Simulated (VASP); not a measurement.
# Al2H (I4/mmm) in VASP: relaxation of cell and atoms with PBE

Aim: the relaxation of cell and atoms of Al2H with PBE.

Program: VASP 6.6.1. These are calculated values, not measurements. Logs are shortened: lines on timing, memory, paths and dates and some standing lists are left out, and cuts for length are marked.

## 1. The cell of the first run

The structure is tetragonal, space group I4/mmm (No. 139). Conventional cell: a = 3.854 Å, b = 3.854 Å, c = 6.414 Å, α = 90.00°, β = 90.00°, γ = 90.00°. Within 2.3 Å of Al (site symmetry 4mm) lie 1 H at 1.72 Å. Within 2.3 Å of H (site symmetry 4/mmm) lie 2 Al at 1.72 Å.

## 2. Relaxation of cell and atoms, PBE

Input file INCAR:

```
SYSTEM = Al2H
  ALGO = Normal
  EDIFF = 1E-6
  EDIFFG = -0.01
  ENCUT = 600
  GGA = PE
  IBRION = 2
  ISIF = 3
  ISMEAR = 0
  LASPH = .TRUE.
  LCHARG = .FALSE.
  LREAL = .FALSE.
  LWAVE = .FALSE.
  NELM = 100
  NSW = 100
  PREC = Accurate
  SIGMA = 0.1
```

Input file KPOINTS:

```
k-points
0
G
  16 16 16
  0 0 0
```

Input file POSCAR:

```
Al2H
1.0
   -1.9268940558      1.9268940558      3.2067603281
    1.9268940558     -1.9268940558      3.2067603281
    1.9268940558      1.9268940558     -3.2067603281
Al H
2 1
Direct
    0.7321441543      0.7321441543      0.0000000000
    0.2678558457      0.2678558457      0.0000000000
    0.0000000000      0.0000000000      0.0000000000
```

Potentials or basis: VASP PAW PBE potentials, release 64 (Al, H).

Launch:

```sh
$ cat potpaw_PBE.64/Al/POTCAR potpaw_PBE.64/H/POTCAR > POTCAR
$ mpirun -np 1 vasp_std > vasp.out
```

OUTCAR:

```text
SYSTEM = Al2H
   EDIFF = 1E-6
   EDIFFG = -0.01
   ENCUT = 600
   GGA = PE
   IBRION = 2
   ISIF = 3
   ISMEAR = 0
   LASPH = .TRUE.
   LREAL = .FALSE.
   NELM = 100
   NSW = 100
   PREC = Accurate

 ion  position               nearest neighbor table
   1  0.732  0.732  0.000-   3 1.72   2 2.73   2 2.73   2 2.73   2 2.73   2 2.98
   2  0.268  0.268  0.000-   3 1.72   1 2.73   1 2.73   1 2.73   1 2.73   1 2.98
   3  0.000  0.000  0.000-   1 1.72   2 1.72

  LATTYP: Found a body centered tetragonal cell.
 ALAT       =     3.8537881116
 C/A-ratio  =     1.6642120611

  Lattice vectors:

 A1 = (  -1.9268940558,   1.9268940558,   3.2067603281)
 A2 = (   1.9268940558,  -1.9268940558,   3.2067603281)
 A3 = (   1.9268940558,   1.9268940558,  -3.2067603281)

Analysis of symmetry for initial positions (statically):
=====================================================================
 Subroutine PRICEL returns:
 Original cell was already a primitive cell.

 Routine SETGRP: Setting up the symmetry group for a
 body centered tetragonal supercell.

 Subroutine GETGRP returns: Found 16 space group operations
 (whereof 16 operations were pure point group operations)
 out of a pool of 16 trial point group operations.

The static configuration has the point symmetry D_4h.

Analysis of symmetry for dynamics (positions and initial velocities):
=====================================================================
 Subroutine PRICEL returns:
 Original cell was already a primitive cell.

 Routine SETGRP: Setting up the symmetry group for a
 body centered tetragonal supercell.

 Subroutine GETGRP returns: Found 16 space group operations
 (whereof 16 operations were pure point group operations)
 out of a pool of 16 trial point group operations.

The dynamic configuration has the point symmetry D_4h.

 Subroutine INISYM returns: Found 16 space group operations
 (whereof 16 operations are pure point group operations),
 and found     1 'primitive' translations

----------------------------------------------------------------------------------------

                                     Primitive cell

  volume of cell :      47.6258

  direct lattice vectors                    reciprocal lattice vectors
    -1.926894056  1.926894056  3.206760328     0.000000000  0.259484946  0.155920602
     1.926894056 -1.926894056  3.206760328     0.259484946  0.000000000  0.155920602
     1.926894056  1.926894056 -3.206760328     0.259484946  0.259484946  0.000000000

  length of vectors
     4.208224472  4.208224472  4.208224472     0.302727057  0.302727057  0.366967130

  position of ions in fractional coordinates (direct lattice)
     0.732144154  0.732144154  0.000000000
     0.267855846  0.267855846  0.000000000
     0.000000000  0.000000000  0.000000000

  ion indices of the primitive-cell ions
   primitive index   ion index
                 1           1
                 2           2
                 3           3

----------------------------------------------------------------------------------------

 KPOINTS: k-points

Automatic generation of k-mesh.
 Grid dimensions read from file:
 generate k-points for:   16   16   16

 Generating k-lattice:

  Cartesian coordinates                     Fractional coordinates (reciprocal lattice)
     0.000000000  0.016217809  0.009745038     0.062500000  0.000000000  0.000000000
     0.016217809  0.000000000  0.009745038     0.000000000  0.062500000  0.000000000
     0.016217809  0.016217809  0.000000000     0.000000000  0.000000000  0.062500000

  Length of vectors
     0.018920441  0.018920441  0.022935446

  Shift w.r.t. Gamma in fractional coordinates (k-lattice)
     0.000000000  0.000000000  0.000000000

 Subroutine IBZKPT returns following result:
 ===========================================

 Found    349 irreducible k-points:

 Following reciprocal coordinates:
            Coordinates               Weight
  0.000000  0.000000  0.000000      1.000000
  0.062500  0.000000  0.000000      8.000000
  0.125000  0.000000  0.000000      8.000000
  0.187500 -0.000000  0.000000      8.000000
  0.250000  0.000000  0.000000      8.000000
  0.312500  0.000000  0.000000      8.000000
[... 16 lines left out ...]
 -0.125000  0.062500  0.000000     16.000000
 -0.062500  0.062500  0.000000      4.000000
 [... further k-points ...]
   k-points           NKPTS =    349   k-points in BZ     NKDIM =    349   number of bands    NBANDS=      7
   number of dos      NEDOS =    301   number of ions     NIONS =      3
   total plane-waves  NPLWV =  46656
   dimension x,y,z NGX =    36 NGY =   36 NGZ =   36
   dimension x,y,z NGXF=    72 NGYF=   72 NGZF=   72
   ions per type =               2   1
   NGX,Y,Z   is equivalent  to a cutoff of  14.22, 14.22, 14.22 a.u.
   NGXF,Y,Z  is equivalent  to a cutoff of  28.44, 28.44, 28.44 a.u.
 SYSTEM =  Al2H
   PREC   = accura    normal or accurate (medium, high low for compatibility)
   ISTART =      0    job   : 0-new  1-cont  2-samecut
   ICHARG =      2    charge: 1-file 2-atom 10-const
   ISPIN  =      1    spin polarized calculation?
   LNONCOLLINEAR =      F non collinear calculations
   LSORBIT =      F    spin-orbit coupling
   LASPH  =      T    aspherical Exc in radial PAW
   ENCUT  =  600.0 eV  44.10 Ry    6.64 a.u.   8.40  8.40  8.40*2*pi/ulx,y,z
   NELM   =    100;   NELMIN=  2; NELMDL= -5     # of ELM steps
   EDIFF  = 0.1E-05   stopping-criterion for ELM
   LREAL  =      F    real-space projection
   EDIFFG = -.1E-01   stopping-criterion for IOM
   NSW    =    100    number of steps for IOM
   IBRION =      2    ionic relax: 0-MD 1-quasi-New 2-CG
   NFREE  =      1    steps in history (QN), initial steepest desc. (CG)
   ISIF   =      3    stress and relaxation
   ISYM   =      2    0-nonsym 1-usesym 2-fastsym
   POTIM  = 0.5000    time-step for ionic-motion
   TEBEG  =    0.0;   TEEND  =   0.0 temperature during run
   PSTRESS=    0.0 pullay stress
   NELECT =       7.0000    total number of electrons
   NUPDOWN=      -1.0000    fix difference up-down
   EMIN   =  10.00;   EMAX   =-10.00  energy-range for DOS
   EFERMI =   0.00;   METHOD = LEGACY
   ISMEAR =     0;   SIGMA  =   0.10  broadening in eV -4-tet -1-fermi 0-gaus
   EFERMI_NEDOS =   21; number of points for ismear=-14 and -15
   IALGO  =     38    algorithm
   IMIX   =      4    mixing-type and parameters
     AMIX     =   0.40;   BMIX     =  1.00
     AMIX_MAG =   1.60;   BMIX_MAG =  1.00
  volume/ion in A,a.u.               =      15.88       107.13
  Fermi-wavevector in a.u.,A,eV,Ry     =   0.863960  1.632647 10.155746  0.746426
  Thomas-Fermi vector in A             =   1.981986
   LORBIT       =      0    0 simple, 1 ext, 2 COOP (PROOUT), +10 PAW based schemes
   GGA     = PE    functional components
   LHFCALC =     F    Hartree Fock is set to
   AEXX    =    0.0000 exact exchange contribution
   IVDW    =     0    specifies the selected vdW correction
   LEPSILON=     F    determine dielectric tensor
   LRPA    =     F    only Hartree local field effects (RPA)
 conjugate gradient relaxation of ions
 non-spin polarized calculation
 Gauss-broadening in eV      SIGMA  =   0.10
  energy-cutoff  :      600.00
  volume of cell :       47.63
 maximum number of plane-waves:      1606
 NGX is ok and might be reduce to    36
   NGX = 17   NGY = 17   NGZ = 17

--------------------------------------- Ionic step        1  -------------------------------------------

 number of electron       7.0000000 magnetization

 Free energy of the ion-electron system (eV)
  ---------------------------------------------------
  ext. energy  EPLUGINS =         0.00000000
  ---------------------------------------------------
  free energy    TOTEN  =        -9.68937191 eV

  energy without entropy =       -9.68501738  energy(sigma->0) =       -9.68719464

------------------------ aborting loop because EDIFF is reached ----------------------------------------

  FORCE on cell =-STRESS in cart. coord.  units (eV):
  Direction    XX          YY          ZZ          XY          YZ          ZX
  --------------------------------------------------------------------------------------
  -------------------------------------------------------------------------------------
  Total        0.0081353      0.0081353      0.0391650      0.0000000     -0.0000000      0.0000000
  in kB        0.2736780      0.2736780      1.3175466      0.0000000     -0.0000000      0.0000000
  external PRESSURE =       0.6216342 kB  Pullay stress =       0.0000000 kB
[... 92 lines left out ...]
  FREE ENERGIE OF THE ION-ELECTRON SYSTEM (eV)
  ---------------------------------------------------
  free  energy   TOTEN  =        -9.6907439943 eV

  energy  without entropy=       -9.6865321370  energy(sigma->0) =       -9.68863807

 E-fermi :   4.1072     XC(G=0):  -8.8475

 val. band max:        4.1012428356   @ k =  -0.2500   0.5000   0.1250
 cond. band min:       4.1113688420   @ k =  -0.3125   0.3125   0.0625
 fundamental gap:      0.0101260064
 Fermi energy:         4.1071661156

 k-point     1 :       0.0000    0.0000    0.0000
  band No.  band energies     occupation
      1      -5.3021      2.00000
      2       2.6528      2.00000
      3       5.8101      0.00000
      4       5.8101      0.00000
      5       7.2931      0.00000
      6       8.3461      0.00000
      7       8.5608      0.00000
[... 221 lines left out ...]
 k-point    24 :      -0.0625    0.0625    0.0000
  band No.  band energies     occupation
      1      -5.2320      2.00000
      2       2.5727      2.00000
      3       5.4027      0.00000
      4       5.4542      0.00000
      5       7.4237      0.00000
      6       8.6822      0.00000
      7       8.8106      0.00000

 [... further k-points ...]

[... ionic steps 4 to 30 ...]

--------------------------------------- Ionic step       31  -------------------------------------------

 number of electron       7.0000000 magnetization

------------------------ aborting loop because EDIFF is reached ----------------------------------------
[... 69 lines left out ...]
--------------------------------------- Ionic step       33  -------------------------------------------

 number of electron       7.0000000 magnetization

 Free energy of the ion-electron system (eV)
  ---------------------------------------------------
  ext. energy  EPLUGINS =         0.00000000
  ---------------------------------------------------
  free energy    TOTEN  =        -9.83977632 eV

  energy without entropy =       -9.83520557  energy(sigma->0) =       -9.83749094

 E-fermi :   3.6137     XC(G=0):  -8.2794

 val. band max:        3.6091467518   @ k =  -0.1875  -0.2500   0.0625
 cond. band min:       3.6158855542   @ k =   0.1250   0.0625   0.0000
 fundamental gap:      0.0067388024
 Fermi energy:         3.6136681342

 k-point     1 :       0.0000    0.0000    0.0000
  band No.  band energies     occupation
      1      -5.7125      2.00000
      2       0.5289      2.00000
      3       4.1424      0.00000
      4       4.9850      0.00000
      5       4.9850      0.00000
      6       7.3105      0.00000
      7       7.5184      0.00000
[... 221 lines left out ...]
 k-point    24 :      -0.0625    0.0625    0.0000
  band No.  band energies     occupation
      1      -5.6418      2.00000
      2       0.5149      2.00000
      3       4.1455      0.00000
      4       4.5614      0.00000
      5       4.6180      0.00000
      6       7.8744      0.00000
      7       8.0960      0.00000

 [... further k-points ...]
[... 5 lines left out ...]
  --------------------------------------------------------------------------------------
  -------------------------------------------------------------------------------------
  Total       -0.0145037     -0.0145037     -0.0030449      0.0000000      0.0000000      0.0000000
  in kB       -0.4137798     -0.4137798     -0.0868684      0.0000000      0.0000000      0.0000000
  external PRESSURE =      -0.3048093 kB  Pullay stress =       0.0000000 kB
[... 18 lines left out ...]
  FREE ENERGIE OF THE ION-ELECTRON SYSTEM (eV)
  ---------------------------------------------------
  free  energy   TOTEN  =        -9.8397763152 eV

  energy  without entropy=       -9.8352055733  energy(sigma->0) =       -9.83749094

 reached required accuracy - stopping structural energy minimisation
```

Wall time 12 min (1 thread of Intel Xeon 6975P-C (Granite Rapids), shared host); peak memory 0.31 GiB.

What came out:

* Free energy: -9.8398 eV
* Relaxed volume: 18.72 Å³/atom
* Relaxed cell: a = 4.781 Å, b = 4.781 Å, c = 4.781 Å, α = 133.69°, β = 133.69°, γ = 67.57°
* Space group after relaxing (to 0.1 Å): I4/mmm (No. 139)
* Energy gained by relaxing: 50.1 meV/atom
* Ionic steps: 33
* Pressure after relaxing: 0.0 GPa
* Largest force after relaxing: 0.005 eV/Å
* Band gap on the k mesh: zero (an odd number of electrons rules out a gap without spin polarisation)

Forces in eV/Å, atoms in the order of the input:
```
Al   0.000  0.000  0.005
Al   0.000  0.000 -0.005
H    0.000  0.000  0.000
```

Step by step:
| step | energy change (eV) | largest force (eV/Å) | pressure (GPa) | volume (Å³) |
| --- | --- | --- | --- | --- |
| 1 | 0.0000 | 0.0642 | 0.06 | 47.63 |
| 2 | -0.0004 | 0.0551 | 0.08 | 47.67 |
| 3 | -0.0014 | 0.0280 | 0.15 | 47.80 |
| 4 | -0.0023 | 0.0266 | 0.29 | 48.05 |
| 5 | -0.0025 | 0.0243 | 0.27 | 48.10 |
| 6 | -0.0032 | 0.0171 | 0.22 | 48.24 |
| 7 | -0.0044 | 0.0020 | 0.12 | 48.51 |
| 8 | -0.0065 | 0.0321 | -0.03 | 49.07 |
| 9 | -0.0123 | 0.1060 | -0.22 | 50.18 |
| 10 | -0.0401 | 0.2278 | -0.39 | 52.41 |
| 11 | -0.1182 | 0.0468 | -1.24 | 56.85 |
| 12 | 0.3507 | 2.0012 | -3.14 | 65.76 |
| 13 | -0.1075 | 0.4028 | -1.06 | 57.54 |
| 14 | -0.1086 | 0.3742 | -1.00 | 57.35 |
| 15 | -0.1093 | 0.3469 | -0.94 | 57.16 |
| 16 | -0.1096 | 0.3506 | -0.96 | 57.23 |
| 17 | -0.1104 | 0.3636 | -1.04 | 57.43 |
| 18 | -0.1110 | 0.3921 | -1.19 | 57.82 |
| 19 | -0.1119 | 0.3855 | -1.18 | 57.81 |
| 20 | -0.1147 | 0.3663 | -1.17 | 57.77 |
| 21 | -0.1198 | 0.3287 | -1.14 | 57.70 |
| 22 | -0.1288 | 0.2543 | -1.06 | 57.55 |
| 23 | -0.1416 | 0.1098 | -0.89 | 57.24 |
| 24 | -0.1472 | 0.1619 | -0.41 | 56.62 |
| 25 | -0.1483 | 0.0827 | -0.57 | 56.81 |
| 26 | -0.1489 | 0.0734 | -0.47 | 56.67 |
| 27 | -0.1500 | 0.0459 | -0.16 | 56.26 |
| 28 | -0.1494 | 0.0101 | 0.50 | 55.44 |
| 29 | -0.1502 | 0.0278 | 0.05 | 55.99 |
| 30 | -0.1503 | 0.0217 | 0.05 | 56.01 |
| 31 | -0.1503 | 0.0021 | 0.01 | 56.06 |
| 32 | -0.1503 | 0.0028 | 0.00 | 56.09 |
| 33 | -0.1504 | 0.0046 | -0.03 | 56.16 |

Final structure:
```
Al H
1.0
    -1.87977    1.87977    3.97327
     1.87977   -1.87977    3.97327
     1.87977    1.87977   -3.97327
Al H
2 1
Direct
  0.78475 0.78475 0.00000
  0.21525 0.21525 0.00000
  0.00000 0.00000 0.00000
```

Levels at points of the mesh, in eV from the Fermi level:
```
           k point  band 1  band 2  band 3  band 4  band 5  band 6
(0.00, 0.00, 0.00)   -9.33   -3.08    0.53    1.37    1.37    3.70
(0.50, 0.00, 0.00)   -7.34   -5.42   -3.06    0.81    3.13    3.44
(0.50, 0.50, 0.00)   -6.49   -3.16   -2.62   -2.39   -1.53    2.12
(0.50, 0.50, 0.50)   -7.57   -6.94    0.67    0.67    0.95    3.17
```

Caveat: the volume moved by over 15 % at a fixed basis, so the end points are rough.
